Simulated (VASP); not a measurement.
Input of a VASP 6.6.1 run:

The input INCAR:

```
SYSTEM = BeGa2Se4
PREC = Accurate
ENCUT = 600
EDIFF = 1E-6
ISMEAR = -1
SIGMA = 0.1
LREAL = .FALSE.
LASPH = .TRUE.
NELM = 100
ALGO = Normal
ISIF = 3
LWAVE = .FALSE.
LCHARG = .FALSE.
GGA = PE
IBRION = 2
NSW = 60
EDIFFG = -0.01
```

The input KPOINTS:

```
regular mesh
0
G
  4 4 4
  0 0 0
```

Contents of POSCAR:

```
BeGa2Se4
1.0
    0.0000000000      5.5946400000      0.0000000000
    5.5946400000      0.0000000000      0.0000000000
    2.7973200000      2.7973200000     -5.2264050000
Se Ga Be
4 2 1
Direct
    0.3900000000      0.3800000000      0.7400000000
    0.6200000000      0.1300000000      0.2600000000
    0.8700000000      0.8800000000      0.7400000000
    0.1200000000      0.6100000000      0.2600000000
    0.7500000000      0.2500000000      0.5000000000
    0.5000000000      0.5000000000      0.0000000000
    0.0000000000      0.0000000000      0.0000000000
```

Potentials or basis: VASP PAW PBE potentials, release 64 (Se, Ga_d, Be).

Run with:

```sh
$ cat potpaw_PBE.64/Se/POTCAR potpaw_PBE.64/Ga_d/POTCAR potpaw_PBE.64/Be/POTCAR > POTCAR
$ mpirun -np 1 vasp_std > vasp.out
```

Question: Estimate the space group after relaxing (to 0.1 Å).

Answer: I-4 (No. 82).

Question: Predict the relaxed volume.

Answer: 23.04 Å³/atom.

Question: What does it give for the band gap on the k mesh?

Answer: 1.67 eV.

Question: Estimate the relaxed cell.

Answer: a = 5.420 Å, b = 5.420 Å, c = 6.696 Å, α = 66.13°, β = 66.13°, γ = 90.00°.

Final structure:
```cif
data_structure
_symmetry_space_group_name_H-M 'P 1'
_symmetry_Int_Tables_number 1
_cell_length_a 5.4196
_cell_length_b 5.4196
_cell_length_c 6.6961
_cell_angle_alpha 66.129
_cell_angle_beta 66.129
_cell_angle_gamma 90.000
_cell_volume 161.28
loop_
_atom_site_label
_atom_site_type_symbol
_atom_site_fract_x
_atom_site_fract_y
_atom_site_fract_z
_atom_site_occupancy
Se1 Se 0.34544 0.37609 0.74835 1
Se2 Se 0.62391 0.09380 0.25165 1
Se3 Se 0.90620 0.87555 0.74835 1
Se4 Se 0.12445 0.65456 0.25165 1
Ga1 Ga 0.75000 0.25000 0.50000 1
Ga2 Ga 0.50000 0.50000 0.00000 1
Be1 Be 0.00000 0.00000 0.00000 1
```

A k mesh can miss the band edges.
